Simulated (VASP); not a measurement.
FeNi, 2 atoms in the cell. Symmetry: Cmmm, No. 65, orthorhombic system. Conventional cell: a = 2.874 Å, b = 3.963 Å, c = 3.949 Å, α = 90.00°, β = 90.00°, γ = 90.00°. Within 3.2 Å of Fe (site symmetry mmm) lie 8 Ni at 2.44 to 2.80 Å and 6 Fe at 2.45 to 2.87 Å. Within 3.2 Å of Ni (site symmetry mmm) lie 8 Fe at 2.44 to 2.80 Å and 6 Ni at 2.45 to 2.87 Å. 

* Program: VASP 6.6.1
* Task: single point
* Functional: PBEsol
* Dispersion: D4
* Potentials or basis: VASP PAW PBE potentials, release 64 (Fe, Ni)
* Cutoff: 520 eV
* k mesh: 8 × 8 × 5
* Occupations: fermi-dirac, width 0.3 eV
* Spin: collinear spin, ferromagnetic start
* Starting moments: [4.2, 1.8] μB
* Dipole correction: no
* Further INCAR settings: ALGO = Normal; EDIFF = 1e-07; NBANDS = 20

Potentials or basis: VASP PAW PBE potentials, release 64 (Fe, Ni).

Command:

```console
$ cat potpaw_PBE.64/Fe/POTCAR potpaw_PBE.64/Ni/POTCAR > POTCAR
$ mpirun -np 1 vasp_std > vasp.out
```

Hardware: 1 thread of Intel(R) Xeon(R) 6975P-C (Granite Rapids), with other jobs on the host.

Question: Estimate the wall time of this run.

Answer: Run time: 38 s on 1 thread of Intel(R) Xeon(R) 6975P-C (Granite Rapids) (shared host), peak memory 0.17 GiB. Counts: scf iterations 17, k points 63.
